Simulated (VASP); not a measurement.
Runs of VASP 6.6.1 on CdS. The structure is that of space group P6_3mc (No. 186), or close to it. The cells are those of the table. 

```tsv
task	cell	smearing	gap on the mesh (eV)	pressure (GPa)
relaxation of the atoms	atoms relaxed from a = 4.166, b = 4.166, c = 6.644 Å, angles 90.0, 90.0, 120.0°, 4 atoms	gaussian 0.02 eV	1.09	-0.3
single point	a = 4.166, b = 4.166, c = 6.655 Å, angles 90.0, 90.0, 120.0°, 4 atoms	gaussian 0.02 eV	1.09	(a)
single point	a = 4.166, b = 4.166, c = 6.644 Å, angles 90.0, 90.0, 120.0°, 4 atoms	gaussian 0.02 eV	1.09	-0.3
single point	a = 4.166, b = 4.166, c = 6.644 Å, angles 90.0, 90.0, 120.0°, 4 atoms	gaussian 0.01 eV	1.09	-0.3
single point	a = 4.166, b = 4.166, c = 6.668 Å, angles 90.0, 90.0, 120.0°, 4 atoms	gaussian 0.02 eV	1.09	-0.5
```

Alike in all rows: level PBEsol; potentials or basis VASP PAW PBE potentials, release 64 (Cd, S); no spin polarisation; k mesh 6 × 6 × 4; cutoff (eV) 520.

Q: Fill in the values left out.

A: (a) -0.4.

Caveats: the PAW data sets were made with another functional, which shifts forces and pressure a little.

A k mesh can miss the band edges, and the runs leave out spin-orbit coupling on Cd.
